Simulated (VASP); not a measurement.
# Ta (Pm-3n) in VASP: single point with PBE

Aim: the single point of Ta with PBE.

Everything below comes from runs of VASP 6.6.1. Logs are shortened: lines on timing, memory, paths and dates and some standing lists are left out, and cuts for length are marked.

### 1 The cell of the first run

It takes space group Pm-3n (No. 223, cubic). Conventional cell: a = 5.312 Å, b = 5.312 Å, c = 5.312 Å, α = 90.00°, β = 90.00°, γ = 90.00°. Ta (site symmetry m-3) has 12 Ta at 2.97 Å within 3.9 Å. Within 3.5 Å of Ta (site symmetry -4m2) lie 14 Ta at 2.66 to 3.25 Å.

### 2 Single point, PBE

File INCAR:

```
ALGO = Fast ; EDIFF = 1E-6
ENCUT = 520 ; GGA = PE
ISIF = 2 ; ISMEAR = 0
LASPH = True ; LCHARG = False
LREAL = False ; LWAVE = False
NBANDS = 54 ; NELM = 60
PREC = Accurate ; SIGMA = 0.1
```

File KPOINTS:

```
k-points
0
Gamma
  8 8 8
```

File POSCAR:

```
Ta
1.0
    5.3118330375      0.0000000000      0.0000000000
    0.0000000000      5.3118330375      0.0000000000
    0.0000000000      0.0000000000      5.3118330375
Ta
8
Direct
    0.0000000000      0.0000000000      0.0000000000
    0.5000000000      0.5000000000      0.5000000000
    0.2500000000      0.0000000000      0.5000000000
    0.7500000000      0.0000000000      0.5000000000
    0.5000000000      0.7500000000      0.0000000000
    0.5000000000      0.2500000000      0.0000000000
    0.0000000000      0.5000000000      0.7500000000
    0.0000000000      0.5000000000      0.2500000000
```

Potentials or basis: VASP PAW PBE potentials, release 64 (Ta_pv).

Run with:

```
$ cat potpaw_PBE.64/Ta_pv/POTCAR > POTCAR
$ mpirun -np 1 vasp_std > vasp.out
```

OUTCAR:

```text
EDIFF = 1E-6
   ENCUT = 520
   GGA = PE
   ISIF = 2
   ISMEAR = 0
   LASPH = True
   LREAL = False
   NELM = 60
   PREC = Accurate

 ion  position               nearest neighbor table
   1  0.000  0.000  0.000-   3 2.97   4 2.97   5 2.97   6 2.97   7 2.97   8 2.97   3 2.97   4 2.97
                             7 2.97   8 2.97   5 2.97   6 2.97
   2  0.500  0.500  0.500-   3 2.97   4 2.97   5 2.97   6 2.97   7 2.97   8 2.97   5 2.97   6 2.97
                             3 2.97   4 2.97   7 2.97   8 2.97
   3  0.250  0.000  0.500-   4 2.66   4 2.66   1 2.97   1 2.97   2 2.97   2 2.97   8 3.25   5 3.25
                             5 3.25   6 3.25   6 3.25   7 3.25   8 3.25   7 3.25
   4  0.750  0.000  0.500-   3 2.66   3 2.66   1 2.97   1 2.97   2 2.97   2 2.97   8 3.25   5 3.25
                             5 3.25   6 3.25   6 3.25   7 3.25   8 3.25   7 3.25
   5  0.500  0.750  0.000-   6 2.66   6 2.66   1 2.97   2 2.97   2 2.97   1 2.97   8 3.25   4 3.25
                             3 3.25   4 3.25   3 3.25   7 3.25   7 3.25   8 3.25
   6  0.500  0.250  0.000-   5 2.66   5 2.66   1 2.97   2 2.97   2 2.97   1 2.97   8 3.25   4 3.25
                             3 3.25   4 3.25   3 3.25   7 3.25   7 3.25   8 3.25
   7  0.000  0.500  0.750-   8 2.66   8 2.66   1 2.97   2 2.97   1 2.97   2 2.97   3 3.25   4 3.25
                             5 3.25   3 3.25   4 3.25   6 3.25   5 3.25   6 3.25
   8  0.000  0.500  0.250-   7 2.66   7 2.66   1 2.97   2 2.97   1 2.97   2 2.97   3 3.25   4 3.25
                             5 3.25   3 3.25   4 3.25   6 3.25   5 3.25   6 3.25

  LATTYP: Found a simple cubic cell.
 ALAT       =     5.3118330375

  Lattice vectors:

 A1 = (   5.3118330375,   0.0000000000,   0.0000000000)
 A2 = (   0.0000000000,   5.3118330375,   0.0000000000)
 A3 = (   0.0000000000,   0.0000000000,   5.3118330375)

Analysis of symmetry for initial positions (statically):
=====================================================================
 Subroutine PRICEL returns:
 Original cell was already a primitive cell.

 Routine SETGRP: Setting up the symmetry group for a
 simple cubic supercell.

 Subroutine GETGRP returns: Found 48 space group operations
 (whereof 24 operations were pure point group operations)
 out of a pool of 48 trial point group operations.

The static configuration has the point symmetry T_h .
 The point group associated with its full space group is O_h .

Analysis of symmetry for dynamics (positions and initial velocities):
=====================================================================
 Subroutine PRICEL returns:
 Original cell was already a primitive cell.

 Routine SETGRP: Setting up the symmetry group for a
 simple cubic supercell.

 Subroutine GETGRP returns: Found 48 space group operations
 (whereof 24 operations were pure point group operations)
[... 122 lines left out ...]
   ISYM   =      2    0-nonsym 1-usesym 2-fastsym
   POTIM  = 0.5000    time-step for ionic-motion
   TEBEG  =    0.0;   TEEND  =   0.0 temperature during run
   PSTRESS=    0.0 pullay stress
   NELECT =      88.0000    total number of electrons
   NUPDOWN=      -1.0000    fix difference up-down
   EMIN   =  10.00;   EMAX   =-10.00  energy-range for DOS
   EFERMI =   0.00;   METHOD = LEGACY
   ISMEAR =     0;   SIGMA  =   0.10  broadening in eV -4-tet -1-fermi 0-gaus
   EFERMI_NEDOS =   21; number of points for ismear=-14 and -15
   IALGO  =     68    algorithm
   IMIX   =      4    mixing-type and parameters
     AMIX     =   0.40;   BMIX     =  1.00
     AMIX_MAG =   1.60;   BMIX_MAG =  1.00
  volume/ion in A,a.u.               =      18.73       126.43
  Fermi-wavevector in a.u.,A,eV,Ry     =   1.370854  2.590539 25.568634  1.879242
  Thomas-Fermi vector in A             =   2.496603
   LORBIT       =      0    0 simple, 1 ext, 2 COOP (PROOUT), +10 PAW based schemes
   GGA     = PE    functional components
   LHFCALC =     F    Hartree Fock is set to
   AEXX    =    0.0000 exact exchange contribution
   IVDW    =     0    specifies the selected vdW correction
   LEPSILON=     F    determine dielectric tensor
   LRPA    =     F    only Hartree local field effects (RPA)
 non-spin polarized calculation
 RMM-DIIS sequential band-by-band and
 Gauss-broadening in eV      SIGMA  =   0.10
  energy-cutoff  :      520.00
  volume of cell :      149.88
 maximum number of plane-waves:      4076
 NGX is ok and might be reduce to    40
   NGX = 19   NGY = 19   NGZ = 19

 number of electron      87.9999967 magnetization

 Free energy of the ion-electron system (eV)
  ---------------------------------------------------
  ext. energy  EPLUGINS =         0.00000000
  ---------------------------------------------------
  free energy    TOTEN  =       -94.28600611 eV

  energy without entropy =      -94.25634102  energy(sigma->0) =      -94.27117357

 E-fermi :   5.2583     XC(G=0): -12.4161

 val. band max:        5.2546770596   @ k =   0.5000   0.5000   0.3750
 cond. band min:       5.3013028775   @ k =   0.3750   0.3750   0.2500
 fundamental gap:      0.0466258179
 Fermi energy:         5.2582973914

 k-point     1 :       0.0000    0.0000    0.0000
  band No.  band energies     occupation
      1     -29.4061      2.00000
      2     -29.4061      2.00000
      3     -29.2866      2.00000
      4     -29.0279      2.00000
      5     -29.0279      2.00000
      6     -29.0279      2.00000
[... 1357 lines left out ...]
     53       8.1161      0.00000
     54       8.7605      0.00000

 [... further k-points ...]
[... 5 lines left out ...]
  --------------------------------------------------------------------------------------
  -------------------------------------------------------------------------------------
  Total        0.0821179      0.0821179      0.0821179      0.0000000      0.0000000     -0.0000000
  in kB        0.8778394      0.8778394      0.8778394      0.0000000      0.0000000     -0.0000000
  external PRESSURE =       0.8778394 kB  Pullay stress =       0.0000000 kB

 VOLUME and BASIS-vectors are now :
 -----------------------------------------------------------------------------
  energy-cutoff  :      520.00
  volume of cell :      149.88
      direct lattice vectors                 reciprocal lattice vectors
     5.311833037  0.000000000  0.000000000     0.188258929  0.000000000  0.000000000
     0.000000000  5.311833037  0.000000000     0.000000000  0.188258929  0.000000000
     0.000000000  0.000000000  5.311833037     0.000000000  0.000000000  0.188258929

 POSITION                                       TOTAL-FORCE (eV/Angst)
 -----------------------------------------------------------------------------------
      0.00000      0.00000      0.00000        -0.000000      0.000000      0.000000
      2.65592      2.65592      2.65592        -0.000000      0.000000      0.000000
      1.32796      0.00000      2.65592        -0.000000     -0.000000     -0.000000
      3.98387      0.00000      2.65592         0.000000      0.000000      0.000000
      2.65592      3.98387      0.00000         0.000000     -0.000000     -0.000000
      2.65592      1.32796      0.00000         0.000000      0.000000      0.000000
      0.00000      2.65592      3.98387         0.000000      0.000000      0.000000
      0.00000      2.65592      1.32796        -0.000000      0.000000     -0.000000
 -----------------------------------------------------------------------------------
    total drift:                               -0.000000     -0.000000      0.000000

  FREE ENERGIE OF THE ION-ELECTRON SYSTEM (eV)
  ---------------------------------------------------
  free  energy   TOTEN  =       -94.2860061125 eV

  energy  without entropy=      -94.2563410188  energy(sigma->0) =      -94.27117357
```

Wall time 5 min (1 thread of AMD EPYC 9R45 (Zen 5), shared host); peak memory 0.32 GiB.

What came out:

| Item | Value |
| --- | --- |
| Free energy | -94.2860 eV |
| Pressure | 0.1 GPa |
| Band gap on the k mesh | zero (band 44 reaches 5.31 eV, above the bottom of band 45 at 5.14 eV) |

Levels at points of the mesh, in eV from the Fermi level:
```
           k point  band 42  band 43  band 44  band 45  band 46  band 47
(0.00, 0.00, 0.00)    -1.07    -0.76    -0.76     0.11     0.11     0.85
(0.50, 0.00, 0.00)    -0.49    -0.08    -0.08     0.33     0.33     0.46
(0.50, 0.50, 0.00)    -0.47    -0.47    -0.19     0.20     0.62     0.62
(0.50, 0.50, 0.50)    -0.87    -0.12    -0.12    -0.12    -0.12    -0.12
```

Caveat: spin-orbit coupling is left out, which moves the levels of the heavy elements.
